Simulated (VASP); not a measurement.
# Si16C15 (a cell with a defect) in VASP: notebook

The runs below take Si16C15 (a cell with a defect) through single point, with PBE.

Program: VASP 6.6.1. These are calculated values, not measurements. Logs are shortened: lines on timing, memory, paths and dates and some standing lists are left out, and cuts for length are marked.

### Step 1. The cell of the first run

The cell holds a defect, 31 atoms: a = 7.586 Å, b = 7.586 Å, c = 7.586 Å, α = 109.47°, β = 109.47°, γ = 109.47°.

### Step 2. Single point, PBE (atoms taken out, then relaxed in part)

INCAR reads:

```
SYSTEM = Si16C15
PREC = Accurate
ENCUT = 520
EDIFF = 1E-7
ISMEAR = 0
SIGMA = 0.01
LREAL = Auto
LASPH = .TRUE.
NELM = 60
ALGO = Normal
ISIF = 2
LWAVE = .FALSE.
LCHARG = .TRUE.
GGA = PE
LELF = .TRUE.
LVHAR = .TRUE.
NBANDS = 83
```

KPOINTS reads:

```
Automatic mesh
0
Gamma
  2 2 2
  0.5 0.5 0.5
```

POSCAR reads:

```
Si16C15
1.0
    4.3797259441      4.3797259441      4.3797259441
   -4.3797259441     -4.3797259441      4.3797259441
    4.3797259441     -4.3797259441     -4.3797259441
Si C
16 15
Direct
    0.2500000000      0.2500000000      0.7490981693
    0.4997431798      0.0003157476      0.7497431798
    0.2500000000      0.4990981693      0.5000000000
    0.4990981693      0.2500000000      0.5000000000
    0.7505725678      0.0002568202      0.5000000000
    0.7494274322      0.7494274322      0.7496842524
    0.0003157476      0.4997431798      0.7497431798
    0.2500000000      0.0002568202      0.0005725678
    0.2500000000      0.7505725678      0.2502568202
    0.4997431798      0.4997431798      0.2503157476
    0.7505725678      0.2500000000      0.2502568202
    0.0009018307      0.0009018307      0.2509018307
    0.0002568202      0.7505725678      0.5000000000
    0.4996842524      0.7494274322     -0.0005725678
    0.7494274322      0.4996842524     -0.0005725678
    0.0002568202      0.2500000000      0.0005725678
    0.4994088568     -0.0005997235      0.5000000000
    0.2500000000      0.4994088568      0.2494002765
    0.4994088568      0.2500000000      0.2494002765
    0.7499914197      0.0005911432      0.2505911432
    0.7500000000      0.7500000000      0.5000000000
   -0.0005997235      0.4994088568      0.5000000000
    0.2500000000      0.9994002765      0.7494088568
    0.2500000000      0.7500000000      0.0000000000
    0.5005997235      0.5005997235      0.0000085803
    0.7500000000      0.2500000000      0.0000000000
    0.0005911432      0.0005911432     -0.0000085803
    0.0005911432      0.7499914197      0.2505911432
    0.5005997235      0.7500085803      0.7505997235
    0.7500085803      0.5005997235      0.7505997235
   -0.0005997235      0.2500000000      0.7494088568
```

Potentials or basis: VASP PAW PBE potentials, release 64 (Si, C).

Started as:

```
cat potpaw_PBE.64/Si/POTCAR potpaw_PBE.64/C/POTCAR > POTCAR
mpirun -np 1 vasp_std > vasp.out
```

OUTCAR:

```text
SYSTEM = Si16C15
   PREC = Accurate
   ENCUT = 520
   EDIFF = 1E-7
   ISMEAR = 0
   LREAL = Auto
   LASPH = .TRUE.
   NELM = 60
   ISIF = 2
   GGA = PE

 ion  position               nearest neighbor table
   1  0.250  0.250  0.749-  25 1.90  23 1.90  31 1.90   3 3.09   4 3.09  12 3.09  13 3.09  14 3.09
                            15 3.09   5 3.09   7 3.09   2 3.09  16 3.10   8 3.10  10 3.10
   2  0.500  0.000  0.750-  23 1.89  17 1.89  26 1.90  29 1.90  15 3.09   4 3.09   1 3.09  13 3.09
                             9 3.09  11 3.10  16 3.10   5 3.10   6 3.10  14 3.10   8 3.10   3 3.10
   3  0.250  0.499  0.500-  29 1.90  22 1.90  18 1.90   1 3.09   4 3.09  12 3.09   6 3.09  14 3.09
                            16 3.09   7 3.09  10 3.09  11 3.09   2 3.10   9 3.10  13 3.10
   4  0.499  0.250  0.500-  30 1.90  19 1.90  17 1.90   1 3.09   3 3.09  12 3.09  10 3.09   2 3.09
                            15 3.09   6 3.09   8 3.09   9 3.09  11 3.10   7 3.10   5 3.10
   5  0.751  0.000  0.500-  31 1.89  20 1.89  21 1.90  17 1.90  13 3.09  12 3.09   1 3.09   7 3.09
                            11 3.09   6 3.10  10 3.10  16 3.10  14 3.10   2 3.10   9 3.10   4 3.10
   6  0.749  0.749  0.750-  29 1.89  30 1.89  21 1.90  27 1.90  10 3.09   4 3.09   3 3.09  14 3.09
                            15 3.09   5 3.10  13 3.10   8 3.10  16 3.10   2 3.10   7 3.10  12 3.10
   7  0.000  0.500  0.750-  31 1.89  22 1.89  24 1.90  30 1.90  14 3.09   3 3.09   1 3.09  11 3.09
                             5 3.09   9 3.10   8 3.10  13 3.10   6 3.10  15 3.10  16 3.10   4 3.10
   8  0.250  0.000  0.001-  19 1.89  27 1.89  24 1.90  23 1.90   9 3.09   4 3.09  12 3.09  10 3.09
                            16 3.09   7 3.10  14 3.10  13 3.10   2 3.10   6 3.10  11 3.10   1 3.10
   9  0.250  0.751  0.250-  17 1.89  28 1.89  24 1.90  18 1.90   8 3.09   4 3.09  12 3.09   2 3.09
[... 16 lines left out ...]
  18  0.250  0.499  0.249-  10 1.89  16 1.89   3 1.90   9 1.90
  19  0.499  0.250  0.249-   8 1.89  10 1.89   4 1.90  11 1.90
  20  0.750  0.001  0.251-   5 1.89  11 1.89  12 1.90  14 1.90
  21  0.750  0.750  0.500-   5 1.90   6 1.90  10 1.90  13 1.90
  22  0.999  0.499  0.500-  11 1.89   7 1.89   3 1.90  13 1.90
  23  0.250  0.999  0.749-   2 1.89  13 1.89   1 1.90   8 1.90
  24  0.250  0.750  0.000-   7 1.90   8 1.90   9 1.90  14 1.90
  25  0.501  0.501  0.000-  14 1.89  15 1.89   1 1.90  10 1.90
  26  0.750  0.250  0.000-   2 1.90  11 1.90  15 1.90  16 1.90
  27  0.001  0.001  1.000-   8 1.89  16 1.89  12 1.90   6 1.90
  28  0.001  0.750  0.251-   9 1.89  13 1.89  12 1.90  15 1.90
  29  0.501  0.750  0.751-  14 1.89   6 1.89   3 1.90   2 1.90
  30  0.750  0.501  0.751-  15 1.89   6 1.89   4 1.90   7 1.90
  31  0.999  0.250  0.749-   5 1.89   7 1.89   1 1.90  16 1.90

  LATTYP: Found a body centered cubic cell.
 ALAT       =     8.7594518882

  Lattice vectors:

 A1 = (   4.3797259441,   4.3797259441,   4.3797259441)
 A2 = (  -4.3797259441,  -4.3797259441,   4.3797259441)
 A3 = (   4.3797259441,  -4.3797259441,  -4.3797259441)

Analysis of symmetry for initial positions (statically):
=====================================================================
 Subroutine PRICEL returns:
 Original cell was already a primitive cell.

 Routine SETGRP: Setting up the symmetry group for a
 body centered cubic supercell.

 Subroutine GETGRP returns: Found 24 space group operations
 (whereof  2 operations were pure point group operations)
 out of a pool of 48 trial point group operations.

The static configuration has the point symmetry C_1h.
 The point group associated with its full space group is T_d .

Analysis of symmetry for dynamics (positions and initial velocities):
=====================================================================
 Subroutine PRICEL returns:
 Original cell was already a primitive cell.

 Routine SETGRP: Setting up the symmetry group for a
 body centered cubic supercell.

 Subroutine GETGRP returns: Found 24 space group operations
 (whereof  2 operations were pure point group operations)
 out of a pool of 48 trial point group operations.

The dynamic configuration has the point symmetry C_1h.
 The point group associated with its full space group is T_d .

 Subroutine INISYM returns: Found 24 space group operations
 (whereof  2 operations are pure point group operations),
 and found     1 'primitive' translations

----------------------------------------------------------------------------------------

                                     Primitive cell

  volume of cell :     336.0476

  direct lattice vectors                    reciprocal lattice vectors
     4.379725944  4.379725944  4.379725944     0.114162394  0.000000000  0.114162394
    -4.379725944 -4.379725944  4.379725944     0.000000000 -0.114162394  0.114162394
     4.379725944 -4.379725944 -4.379725944     0.114162394 -0.114162394  0.000000000

  length of vectors
     7.585907858  7.585907858  7.585907858     0.161450006  0.161450006  0.161450006

  position of ions in fractional coordinates (direct lattice)
     0.250000000  0.250000000  0.749098169
     0.499743180  0.000315748  0.749743180
     0.250000000  0.499098169  0.500000000
     0.499098169  0.250000000  0.500000000
     0.750572568  0.000256820  0.500000000
     0.749427432  0.749427432  0.749684252
[... 23 lines left out ...]
     0.750008580  0.500599724  0.750599724
     0.999400276  0.250000000  0.749408857

  ion indices of the primitive-cell ions
   primitive index   ion index
                 1           1
                 2           2
                 3           3
                 4           4
                 5           5
                 6           6
[... 23 lines left out ...]
                30          30
                31          31

----------------------------------------------------------------------------------------

 KPOINTS: Automatic mesh

Automatic generation of k-mesh.
 Grid dimensions read from file:
 generate k-points for:    2    2    2

 Generating k-lattice:

  Cartesian coordinates                     Fractional coordinates (reciprocal lattice)
     0.057081197  0.000000000  0.057081197     0.500000000  0.000000000  0.000000000
     0.000000000 -0.057081197  0.057081197     0.000000000  0.500000000  0.000000000
     0.057081197 -0.057081197  0.000000000     0.000000000  0.000000000  0.500000000

  Length of vectors
     0.080725003  0.080725003  0.080725003

  Shift w.r.t. Gamma in fractional coordinates (k-lattice)
     0.500000000  0.500000000  0.500000000

 Subroutine IBZKPT returns following result:
 ===========================================

 Found      2 irreducible k-points:

 Following reciprocal coordinates:
            Coordinates               Weight
  0.250000  0.250000  0.250000      2.000000
 -0.250000  0.250000  0.250000      6.000000
   k-points           NKPTS =      2   k-points in BZ     NKDIM =      2   number of bands    NBANDS=     83
   number of dos      NEDOS =    301   number of ions     NIONS =     31
   total plane-waves  NPLWV = 175616
   dimension x,y,z NGX =    56 NGY =   56 NGZ =   56
   dimension x,y,z NGXF=   112 NGYF=  112 NGZF=  112
   ions per type =              16  15
   NGX,Y,Z   is equivalent  to a cutoff of  12.27, 12.27, 12.27 a.u.
   NGXF,Y,Z  is equivalent  to a cutoff of  24.54, 24.54, 24.54 a.u.
 SYSTEM =  Si16C15
   PREC   = accura    normal or accurate (medium, high low for compatibility)
   ISTART =      0    job   : 0-new  1-cont  2-samecut
   ICHARG =      2    charge: 1-file 2-atom 10-const
   ISPIN  =      1    spin polarized calculation?
   LNONCOLLINEAR =      F non collinear calculations
   LSORBIT =      F    spin-orbit coupling
   LASPH  =      T    aspherical Exc in radial PAW
   ENCUT  =  520.0 eV  38.22 Ry    6.18 a.u.  14.10 14.10 14.10*2*pi/ulx,y,z
   NELM   =     60;   NELMIN=  2; NELMDL= -5     # of ELM steps
   EDIFF  = 0.1E-06   stopping-criterion for ELM
   LREAL  =      T    real-space projection
   EDIFFG = 0.1E-05   stopping-criterion for IOM
   NSW    =      0    number of steps for IOM
   IBRION =     -1    ionic relax: 0-MD 1-quasi-New 2-CG
   NFREE  =      0    steps in history (QN), initial steepest desc. (CG)
   ISIF   =      2    stress and relaxation
   ISYM   =      2    0-nonsym 1-usesym 2-fastsym
   POTIM  = 0.5000    time-step for ionic-motion
   TEBEG  =    0.0;   TEEND  =   0.0 temperature during run
   PSTRESS=    0.0 pullay stress
   NELECT =     124.0000    total number of electrons
   NUPDOWN=      -1.0000    fix difference up-down
   EMIN   =  10.00;   EMAX   =-10.00  energy-range for DOS
   EFERMI =   0.00;   METHOD = LEGACY
   ISMEAR =     0;   SIGMA  =   0.01  broadening in eV -4-tet -1-fermi 0-gaus
   EFERMI_NEDOS =   21; number of points for ismear=-14 and -15
   IALGO  =     38    algorithm
   IMIX   =      4    mixing-type and parameters
     AMIX     =   0.40;   BMIX     =  1.00
     AMIX_MAG =   1.60;   BMIX_MAG =  1.00
  volume/ion in A,a.u.               =      10.84        73.15
  Fermi-wavevector in a.u.,A,eV,Ry     =   1.174217  2.218949 18.759525  1.378786
  Thomas-Fermi vector in A             =   2.310618
   LORBIT       =      0    0 simple, 1 ext, 2 COOP (PROOUT), +10 PAW based schemes
   GGA     = PE    functional components
   LHFCALC =     F    Hartree Fock is set to
   AEXX    =    0.0000 exact exchange contribution
   IVDW    =     0    specifies the selected vdW correction
   LEPSILON=     F    determine dielectric tensor
   LRPA    =     F    only Hartree local field effects (RPA)
 non-spin polarized calculation
 Gauss-broadening in eV      SIGMA  =   0.01
  energy-cutoff  :      520.00
  volume of cell :      336.05
 maximum number of plane-waves:      9092
   NGX = 29   NGY = 29   NGZ = 29

 number of electron     123.9999989 magnetization

 Free energy of the ion-electron system (eV)
  ---------------------------------------------------
  ext. energy  EPLUGINS =         0.00000000
  ---------------------------------------------------
  free energy    TOTEN  =      -227.01765573 eV

  energy without entropy =     -227.01235559  energy(sigma->0) =     -227.01500566

 E-fermi :   9.7468     XC(G=0): -11.2089

 val. band max:        9.3445159338   @ k =  -0.2500   0.2500   0.2500
 cond. band min:       9.7536471652   @ k =  -0.2500   0.2500   0.2500
 fundamental gap:      0.4091312314
 Fermi energy:         9.7468064925

 k-point     1 :       0.2500    0.2500    0.2500
  band No.  band energies     occupation
      1      -6.3639      2.00000
      2      -6.3639      2.00000
      3      -6.3639      2.00000
      4      -5.9719      2.00000
      5      -3.6777      2.00000
      6      -3.6777      2.00000
[... 66 lines left out ...]
     73      11.8941      0.00000
     74      11.8941      0.00000

 k-point     2 :      -0.2500    0.2500    0.2500
  band No.  band energies     occupation
      1      -7.0534      2.00000
      2      -5.6072      2.00000
      3      -5.5957      2.00000
      4      -5.5957      2.00000
      5      -5.2720      2.00000
      6      -4.3525      2.00000
[... 66 lines left out ...]
     73      13.1400      0.00000
     74      13.2354      0.00000
 [bands above 74 left out]

------------------------ aborting loop because EDIFF is reached ----------------------------------------

  FORCE on cell =-STRESS in cart. coord.  units (eV):
  Direction    XX          YY          ZZ          XY          YZ          ZX
  --------------------------------------------------------------------------------------
  -------------------------------------------------------------------------------------
  Total       -1.2301576     -1.2301576     -1.2301576      0.0000000     -0.0000000     -0.0000000
  in kB       -5.8650342     -5.8650342     -5.8650342      0.0000000     -0.0000000     -0.0000000
  external PRESSURE =      -5.8650342 kB  Pullay stress =       0.0000000 kB

 VOLUME and BASIS-vectors are now :
 -----------------------------------------------------------------------------
  energy-cutoff  :      520.00
  volume of cell :      336.05
      direct lattice vectors                 reciprocal lattice vectors
     4.379725944  4.379725944  4.379725944     0.114162394  0.000000000  0.114162394
    -4.379725944 -4.379725944  4.379725944     0.000000000 -0.114162394  0.114162394
     4.379725944 -4.379725944 -4.379725944     0.114162394 -0.114162394  0.000000000

 POSITION                                       TOTAL-FORCE (eV/Angst)
 -----------------------------------------------------------------------------------
      3.28084     -3.28084     -1.09098         0.002681     -0.002681     -0.002681
      5.47102     -1.09631     -1.09355         0.005143     -0.001224      0.001224
      1.09888     -3.28084      1.09098        -0.002681     -0.002681      0.002681
      3.28084     -1.09888      1.09098         0.002681      0.002681      0.002681
      5.47604      1.09631      1.09856         0.001224      0.001224     -0.005143
      3.28341     -3.28341      3.28116        -0.001224      0.001224      0.005143
[... 23 lines left out ...]
      4.37976     -2.19508      2.18990         0.002196     -0.015266      0.002196
      6.56437     -0.00004      2.18983        -0.015266     -0.002196     -0.002196
 -----------------------------------------------------------------------------------
    total drift:                               -0.000008      0.000008     -0.000009

  FREE ENERGIE OF THE ION-ELECTRON SYSTEM (eV)
  ---------------------------------------------------
  free  energy   TOTEN  =      -227.0176557300 eV

  energy  without entropy=     -227.0123555912  energy(sigma->0) =     -227.01500566
```

Wall time 81 s (1 thread of AMD EPYC 9R45 (Zen 5), shared host); peak memory 0.37 GiB.

Results:

```
Free energy            : -227.0177 eV
Pressure               : -0.6 GPa
Largest force          : 0.016 eV/Å
Band gap on the k mesh : zero (bands 62 and 63 overlap by 0.12 eV)
```

Forces in eV/Å, atoms in the order of the input:
```
Si   0.003 -0.003 -0.003
Si   0.005 -0.001  0.001
Si  -0.003 -0.003  0.003
Si   0.003  0.003  0.003
Si   0.001  0.001 -0.005
Si  -0.001  0.001  0.005
Si   0.001 -0.005  0.001
Si   0.001  0.005 -0.001
Si  -0.001  0.005  0.001
Si   0.001 -0.001  0.005
Si  -0.005  0.001  0.001
Si  -0.003  0.003 -0.003
Si  -0.001 -0.001 -0.005
Si  -0.001 -0.005 -0.001
Si   0.005  0.001 -0.001
Si  -0.005 -0.001 -0.001
C    0.002  0.002 -0.015
C   -0.002  0.015  0.002
C   -0.015  0.002  0.002
C   -0.002 -0.015 -0.002
C    0.000  0.000  0.000
C   -0.002 -0.002 -0.015
C    0.002  0.015 -0.002
C    0.000  0.000  0.000
C    0.002 -0.002  0.015
C    0.000  0.000  0.000
C   -0.002  0.002  0.015
C    0.015  0.002 -0.002
C    0.015 -0.002  0.002
C    0.002 -0.015  0.002
C   -0.015 -0.002 -0.002
```

Levels at points of the mesh, in eV from the Fermi level:
| k point | band 58 | band 59 | band 60 | band 61 | band 62 | band 63 | band 64 | band 65 |
| --- | --- | --- | --- | --- | --- | --- | --- | --- |
| (0.25, 0.25, 0.25) | -2.65 | -2.64 | -2.64 | -2.64 | 0.13 | 0.13 | 0.13 | 1.72 |

Caveat: the k points lie up to 0.51 Å⁻¹ apart; the cell differs from its parent crystal (atoms taken out, then relaxed in part).

(Part 1 of 3 ends here.)
